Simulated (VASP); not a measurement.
# Br (Fd-3m) in VASP: notebook, part 2 of 2

VASP 6.6.1. The steps go on from the part before.

## (5) Single point, r2SCAN

This run uses another cell than the first one, of 42.22 Å³/atom, 1.032 times its volume.

The input, POSCAR:

```
Br
1.0
    0.0000000000      3.4819845874      3.4819845874
    3.4819845874      0.0000000000      3.4819845874
    3.4819845874      3.4819845874      0.0000000000
Br
2
Direct
    0.0000000000      0.0000000000      0.0000000000
    0.2500000000      0.2500000000      0.2500000000
```

The input, INCAR.step1:

```
SYSTEM = Br
PREC = Accurate
ENCUT = 520
ISMEAR = -1
SIGMA = 0.1
LREAL = .False.
LASPH = .True.
NELM = 80
NBANDS = 14
GGA = PE
ALGO = Normal
EDIFF = 1E-4
LWAVE = .True.
LCHARG = .False.
```

The input, INCAR.step2:

```
SYSTEM = Br
PREC = Accurate
ENCUT = 520
EDIFF = 1E-7
ISMEAR = -1
SIGMA = 0.1
LREAL = .False.
LASPH = .True.
NELM = 80
ALGO = Normal
ISIF = 2
LWAVE = .False.
LCHARG = .False.
METAGGA = R2SCAN
LMIXTAU = .True.
NBANDS = 14
ISTART = 1
```

The input, KPOINTS:

```
Automatic mesh
0
Gamma
  9 9 9
  0 0 0
```

Potentials or basis: VASP PAW PBE potentials, release 64 (Br).

The run is started by

```sh
cat potpaw_PBE.64/Br/POTCAR > POTCAR
cp INCAR.step1 INCAR
mpirun -np 1 vasp_std > vasp.out
cp INCAR.step2 INCAR
mpirun -np 1 vasp_std > vasp.out
```

OUTCAR:

```text
SYSTEM = Br
   PREC = Accurate
   ENCUT = 520
   EDIFF = 1E-7
   ISMEAR = -1
   LREAL = .False.
   LASPH = .True.
   NELM = 80
   ISIF = 2
   METAGGA = R2SCAN
   ISTART = 1

 ion  position               nearest neighbor table
   1  0.000  0.000  0.000-
   2  0.250  0.250  0.250-

  LATTYP: Found a face centered cubic cell.
 ALAT       =     6.9639691748

  Lattice vectors:

 A1 = (   0.0000000000,   3.4819845874,   3.4819845874)
 A2 = (   3.4819845874,   0.0000000000,   3.4819845874)
 A3 = (   3.4819845874,   3.4819845874,   0.0000000000)

Analysis of symmetry for initial positions (statically):
=====================================================================
 Subroutine PRICEL returns:
 Original cell was already a primitive cell.

 Routine SETGRP: Setting up the symmetry group for a
 face centered cubic supercell.

 Subroutine GETGRP returns: Found 48 space group operations
 (whereof 24 operations were pure point group operations)
 out of a pool of 48 trial point group operations.

The static configuration has the point symmetry T_d .
 The point group associated with its full space group is O_h .
[... 175 lines left out ...]
      5      -4.3561      2.00000
      6      -2.4491      1.99975
      7      -2.4491      1.99975
      8      -2.4491      1.99975
      9       4.0756      0.00000
     10       8.2231      0.00000
     11       8.2231      0.00000
     12       9.5322      0.00000
     13       9.5322      0.00000
     14       9.5322      0.00000
[... 377 lines left out ...]
      1     -16.4097      2.00000
      2     -16.0407      2.00000
      3      -5.1682      2.00000
      4      -5.1682      2.00000
      5      -3.5533      2.00000
      6      -3.3161      2.00000
      7      -1.2066      0.06318
      8      -1.2066      0.06318
      9       5.8420      0.00000
     10       6.1301      0.00000
     11       9.8077      0.00000
     12       9.8077      0.00000
     13      10.3550      0.00000
     14      10.5410      0.00000

 [... further k-points ...]

------------------------ aborting loop because EDIFF is reached ----------------------------------------

  FORCE on cell =-STRESS in cart. coord.  units (eV):
  Direction    XX          YY          ZZ          XY          YZ          ZX
  --------------------------------------------------------------------------------------
  -------------------------------------------------------------------------------------
  Total        0.0862176      0.0862176      0.0862176      0.0000000     -0.0000000      0.0000000
  in kB        1.6360483      1.6360483      1.6360483      0.0000000     -0.0000000      0.0000000
  external PRESSURE =       1.6360483 kB  Pullay stress =       0.0000000 kB

 VOLUME and BASIS-vectors are now :
 -----------------------------------------------------------------------------
  energy-cutoff  :      520.00
  volume of cell :       84.43
      direct lattice vectors                 reciprocal lattice vectors
     0.000000000  3.481984587  3.481984587    -0.143596270  0.143596270  0.143596270
     3.481984587  0.000000000  3.481984587     0.143596270 -0.143596270  0.143596270
     3.481984587  3.481984587  0.000000000     0.143596270  0.143596270 -0.143596270

 POSITION                                       TOTAL-FORCE (eV/Angst)
 -----------------------------------------------------------------------------------
      0.00000      0.00000      0.00000        -0.000000      0.000000      0.000000
      1.74099      1.74099      1.74099         0.000000     -0.000000     -0.000000
 -----------------------------------------------------------------------------------
    total drift:                               -0.000000      0.000000      0.000000

  FREE ENERGIE OF THE ION-ELECTRON SYSTEM (eV)
  ---------------------------------------------------
  free  energy   TOTEN  =       -25.0178330632 eV

  energy  without entropy=      -24.8709257811  energy(sigma->0) =      -24.94437942
```

OUTCAR.step1:

```text
SYSTEM = Br
   PREC = Accurate
   ENCUT = 520
   ISMEAR = -1
   LREAL = .False.
   LASPH = .True.
[... 631 lines left out ...]
      0.00000      0.00000      0.00000        -0.000000     -0.000000      0.000000
      1.74099      1.74099      1.74099         0.000000      0.000000     -0.000000
 -----------------------------------------------------------------------------------
    total drift:                               -0.000000      0.000000      0.000000

  FREE ENERGIE OF THE ION-ELECTRON SYSTEM (eV)
  ---------------------------------------------------
  free  energy   TOTEN  =        -2.0835130630 eV

  energy  without entropy=       -1.9335014074  energy(sigma->0) =       -2.00850724
```

Run time: 3.1 min. Hardware: 1 thread of AMD EPYC 9R45 (Zen 5), shared host; peak memory 0.22 GiB.

Results:

| Quantity | Value |
| --- | --- |
| Free energy | -25.0178 eV |
| Pressure | 0.2 GPa |
| Band gap on the k mesh | zero (band 7 reaches -1.21 eV, above the bottom of band 8 at -2.45 eV) |

Caveat: the PAW data sets were made with another functional, which shifts forces and pressure a little.

## (6) Single point, r2SCAN

This run uses another cell than the first one, of 43.51 Å³/atom, 1.063 times its volume.

The input, POSCAR:

```
Br
1.0
    0.0000000000      3.5171585295      3.5171585295
    3.5171585295      0.0000000000      3.5171585295
    3.5171585295      3.5171585295      0.0000000000
Br
2
Direct
    0.0000000000      0.0000000000      0.0000000000
    0.2500000000      0.2500000000      0.2500000000
```

The input, INCAR.step1:

```
PREC = Accurate
ENCUT = 520
ISMEAR = -1
SIGMA = 0.1
LREAL = F
LASPH = T
NELM = 60
NBANDS = 14
GGA = PE
ALGO = Normal
EDIFF = 1E-4
LWAVE = T
LCHARG = F
```

The input, INCAR.step2:

```
PREC = Accurate
ENCUT = 520
EDIFF = 1E-6
ISMEAR = -1
SIGMA = 0.1
LREAL = F
LASPH = T
NELM = 60
ALGO = Normal
ISIF = 2
LWAVE = F
LCHARG = F
METAGGA = R2SCAN
LMIXTAU = T
NBANDS = 14
ISTART = 1
```

The input, KPOINTS:

```
Automatic mesh
0
Gamma
  9 9 9
```

Potentials or basis: VASP PAW PBE potentials, release 64 (Br).

The run is started by

```sh
cat potpaw_PBE.64/Br/POTCAR > POTCAR
cp INCAR.step1 INCAR
mpirun -np 1 vasp_std > vasp.out
cp INCAR.step2 INCAR
mpirun -np 1 vasp_std > vasp.out
```

OUTCAR:

```text
PREC = Accurate
   ENCUT = 520
   EDIFF = 1E-6
   ISMEAR = -1
   LREAL = F
   LASPH = T
   NELM = 60
   ISIF = 2
   METAGGA = R2SCAN
   ISTART = 1

 ion  position               nearest neighbor table
   1  0.000  0.000  0.000-
   2  0.250  0.250  0.250-

  LATTYP: Found a face centered cubic cell.
 ALAT       =     7.0343170590

  Lattice vectors:

 A1 = (   0.0000000000,   3.5171585295,   3.5171585295)
 A2 = (   3.5171585295,   0.0000000000,   3.5171585295)
 A3 = (   3.5171585295,   3.5171585295,   0.0000000000)

Analysis of symmetry for initial positions (statically):
=====================================================================
 Subroutine PRICEL returns:
 Original cell was already a primitive cell.

 Routine SETGRP: Setting up the symmetry group for a
 face centered cubic supercell.

 Subroutine GETGRP returns: Found 48 space group operations
 (whereof 24 operations were pure point group operations)
 out of a pool of 48 trial point group operations.

The static configuration has the point symmetry T_d .
 The point group associated with its full space group is O_h .

Analysis of symmetry for dynamics (positions and initial velocities):
=====================================================================
 Subroutine PRICEL returns:
 Original cell was already a primitive cell.

 Routine SETGRP: Setting up the symmetry group for a
 face centered cubic supercell.

 Subroutine GETGRP returns: Found 48 space group operations
 (whereof 24 operations were pure point group operations)
 out of a pool of 48 trial point group operations.

The dynamic configuration has the point symmetry T_d .
 The point group associated with its full space group is O_h .

 Subroutine INISYM returns: Found 48 space group operations
 (whereof 24 operations are pure point group operations),
 and found     1 'primitive' translations

----------------------------------------------------------------------------------------

                                     Primitive cell

  volume of cell :      87.0173

  direct lattice vectors                    reciprocal lattice vectors
     0.000000000  3.517158530  3.517158530    -0.142160211  0.142160211  0.142160211
     3.517158530  0.000000000  3.517158530     0.142160211 -0.142160211  0.142160211
     3.517158530  3.517158530  0.000000000     0.142160211  0.142160211 -0.142160211

  length of vectors
     4.974013293  4.974013293  4.974013293     0.246228709  0.246228709  0.246228709

  position of ions in fractional coordinates (direct lattice)
     0.000000000  0.000000000  0.000000000
     0.250000000  0.250000000  0.250000000

  ion indices of the primitive-cell ions
   primitive index   ion index
                 1           1
                 2           2

----------------------------------------------------------------------------------------

 KPOINTS: Automatic mesh

Automatic generation of k-mesh.
 Grid dimensions read from file:
 generate k-points for:    9    9    9

 Generating k-lattice:

  Cartesian coordinates                     Fractional coordinates (reciprocal lattice)
    -0.015795579  0.015795579  0.015795579     0.111111111  0.000000000  0.000000000
     0.015795579 -0.015795579  0.015795579     0.000000000  0.111111111  0.000000000
[... 41 lines left out ...]
   number of dos      NEDOS =    301   number of ions     NIONS =      2
   total plane-waves  NPLWV =  64000
   dimension x,y,z NGX =    40 NGY =   40 NGZ =   40
   dimension x,y,z NGXF=    80 NGYF=   80 NGZF=   80
   ions per type =               2
   NGX,Y,Z   is equivalent  to a cutoff of  13.37, 13.37, 13.37 a.u.
   NGXF,Y,Z  is equivalent  to a cutoff of  26.74, 26.74, 26.74 a.u.
 SYSTEM =  unknown system
   PREC   = accura    normal or accurate (medium, high low for compatibility)
   ISTART =      1    job   : 0-new  1-cont  2-samecut
   ICHARG =      0    charge: 1-file 2-atom 10-const
   ISPIN  =      1    spin polarized calculation?
   LNONCOLLINEAR =      F non collinear calculations
   LSORBIT =      F    spin-orbit coupling
   LASPH  =      T    aspherical Exc in radial PAW
   ENCUT  =  520.0 eV  38.22 Ry    6.18 a.u.   9.25  9.25  9.25*2*pi/ulx,y,z
   NELM   =     60;   NELMIN=  2; NELMDL=  0     # of ELM steps
   EDIFF  = 0.1E-05   stopping-criterion for ELM
   LREAL  =      F    real-space projection
   EDIFFG = 0.1E-04   stopping-criterion for IOM
   NSW    =      0    number of steps for IOM
   IBRION =     -1    ionic relax: 0-MD 1-quasi-New 2-CG
   NFREE  =      0    steps in history (QN), initial steepest desc. (CG)
   ISIF   =      2    stress and relaxation
   ISYM   =      2    0-nonsym 1-usesym 2-fastsym
   POTIM  = 0.5000    time-step for ionic-motion
   TEBEG  =    0.0;   TEEND  =   0.0 temperature during run
   PSTRESS=    0.0 pullay stress
   NELECT =      14.0000    total number of electrons
   NUPDOWN=      -1.0000    fix difference up-down
   EMIN   =  10.00;   EMAX   =-10.00  energy-range for DOS
   EFERMI =   0.00;   METHOD = LEGACY
   ISMEAR =    -1;   SIGMA  =   0.10  broadening in eV -4-tet -1-fermi 0-gaus
   EFERMI_NEDOS =   21; number of points for ismear=-14 and -15
   IALGO  =     38    algorithm
   IMIX   =      4    mixing-type and parameters
     AMIX     =   0.40;   BMIX     =  1.00
     AMIX_MAG =   1.60;   BMIX_MAG =  1.00
  volume/ion in A,a.u.               =      43.51       293.61
  Fermi-wavevector in a.u.,A,eV,Ry     =   0.890394  1.682601 10.786719  0.792802
  Thomas-Fermi vector in A             =   2.012079
   LORBIT       =      0    0 simple, 1 ext, 2 COOP (PROOUT), +10 PAW based schemes
   METAGGA = R2SCAN    functional components
   LHFCALC =     F    Hartree Fock is set to
   AEXX    =    0.0000 exact exchange contribution
   IVDW    =     0    specifies the selected vdW correction
   LEPSILON=     F    determine dielectric tensor
   LRPA    =     F    only Hartree local field effects (RPA)
 non-spin polarized calculation
  energy-cutoff  :      520.00
  volume of cell :       87.02
 maximum number of plane-waves:      2397
 NGX is ok and might be reduce to    40
   NGX = 19   NGY = 19   NGZ = 19

 number of electron      13.9999998 magnetization

 Free energy of the ion-electron system (eV)
  ---------------------------------------------------
  ext. energy  EPLUGINS =         0.00000000
  ---------------------------------------------------
  free energy    TOTEN  =       -25.01678388 eV

  energy without entropy =      -24.86351679  energy(sigma->0) =      -24.94015033

 E-fermi :  -1.7815     XC(G=0):  -7.1153

 val. band max:       -1.7970338011   @ k =   0.4444   0.2222   0.0000
 cond. band min:      -1.7785359925   @ k =  -0.2222   0.2222   0.0000
 fundamental gap:      0.0184978086
 Fermi energy:        -1.7814747522

 k-point     1 :       0.0000    0.0000    0.0000
  band No.  band energies     occupation
      1     -17.2872      2.00000
      2     -15.2681      2.00000
      3      -4.4636      2.00000
      4      -4.4636      2.00000
      5      -4.4636      2.00000
      6      -2.6277      1.99958
      7      -2.6277      1.99958
      8      -2.6277      1.99958
      9       3.8939      0.00000
     10       8.0574      0.00000
     11       8.0574      0.00000
     12       9.3185      0.00000
     13       9.3185      0.00000
     14       9.3185      0.00000
[... 377 lines left out ...]
      1     -16.5340      2.00000
      2     -16.1894      2.00000
      3      -5.2385      2.00000
      4      -5.2385      2.00000
      5      -3.7022      2.00000
      6      -3.4690      2.00000
      7      -1.4602      0.07740
      8      -1.4602      0.07740
      9       5.6909      0.00000
     10       5.9434      0.00000
     11       9.5950      0.00000
     12       9.5950      0.00000
     13      10.0131      0.00000
     14      10.3269      0.00000

 [... further k-points ...]

------------------------ aborting loop because EDIFF is reached ----------------------------------------

  FORCE on cell =-STRESS in cart. coord.  units (eV):
  Direction    XX          YY          ZZ          XY          YZ          ZX
  --------------------------------------------------------------------------------------
  -------------------------------------------------------------------------------------
  Total       -0.1598544     -0.1598544     -0.1598544      0.0000000      0.0000000     -0.0000000
  in kB       -2.9432655     -2.9432655     -2.9432655      0.0000000      0.0000000     -0.0000000
  external PRESSURE =      -2.9432655 kB  Pullay stress =       0.0000000 kB

 VOLUME and BASIS-vectors are now :
 -----------------------------------------------------------------------------
  energy-cutoff  :      520.00
  volume of cell :       87.02
      direct lattice vectors                 reciprocal lattice vectors
     0.000000000  3.517158530  3.517158530    -0.142160211  0.142160211  0.142160211
     3.517158530  0.000000000  3.517158530     0.142160211 -0.142160211  0.142160211
     3.517158530  3.517158530  0.000000000     0.142160211  0.142160211 -0.142160211

 POSITION                                       TOTAL-FORCE (eV/Angst)
 -----------------------------------------------------------------------------------
      0.00000      0.00000      0.00000         0.000000      0.000000      0.000000
      1.75858      1.75858      1.75858        -0.000000     -0.000000     -0.000000
 -----------------------------------------------------------------------------------
    total drift:                               -0.000000      0.000000      0.000000

  FREE ENERGIE OF THE ION-ELECTRON SYSTEM (eV)
  ---------------------------------------------------
  free  energy   TOTEN  =       -25.0167838753 eV

  energy  without entropy=      -24.8635167880  energy(sigma->0) =      -24.94015033
```

OSZICAR.step1:

```text
N       E                     dE             d eps       ncg     rms          rms(c)
DAV:   1     0.750782993854E+02    0.75078E+02   -0.52468E+03   980   0.796E+02
DAV:   2     0.379941221301E+01   -0.71279E+02   -0.67538E+02  1500   0.140E+02
DAV:   3    -0.202643741173E+01   -0.58258E+01   -0.56846E+01  1298   0.426E+01
DAV:   4    -0.208489322951E+01   -0.58456E-01   -0.58427E-01  1214   0.530E+00
DAV:   5    -0.208551770150E+01   -0.62447E-03   -0.62437E-03  1328   0.525E-01    0.538E+00
DAV:   6    -0.208627418147E+01   -0.75648E-03   -0.92930E-04  1238   0.209E-01    0.327E+00
DAV:   7    -0.208708457845E+01   -0.81040E-03   -0.13634E-03  1298   0.270E-01    0.451E-02
DAV:   8    -0.208707945161E+01    0.51268E-05   -0.46070E-05   850   0.373E-02
   1 F= -.20870795E+01 E0= -.20089140E+01  d E =-.156331E+00
```

It took 3 min on 1 thread of AMD EPYC 9R45 (Zen 5), shared host; peak memory 0.22 GiB.

Results:

* Free energy: -25.0168 eV
* Pressure: -0.3 GPa
* Band gap on the k mesh: zero (band 7 reaches -1.46 eV, above the bottom of band 8 at -2.63 eV)

Caveat: the PAW data sets were made with another functional, which shifts forces and pressure a little.

## (7) Summary

| cell | gap on the mesh (eV) | pressure (GPa) |
| --- | --- | --- |
| a = 4.874 Å, angles 60.0°, 2 atoms | none | 0.7 |
| a = 4.924 Å, angles 60.0°, 2 atoms | none | 0.2 |
| a = 4.974 Å, angles 60.0°, 2 atoms | none | -0.3 |

Alike in all rows: task single point; level r2SCAN; potentials or basis VASP PAW PBE potentials, release 64 (Br); no spin polarisation; k mesh 9 × 9 × 9; cutoff (eV) 520; smearing fermi-dirac 0.1 eV.

Caveats: the PAW data sets were made with another functional, which shifts forces and pressure a little.

Absolute energies hang on the potentials; compare differences alone.
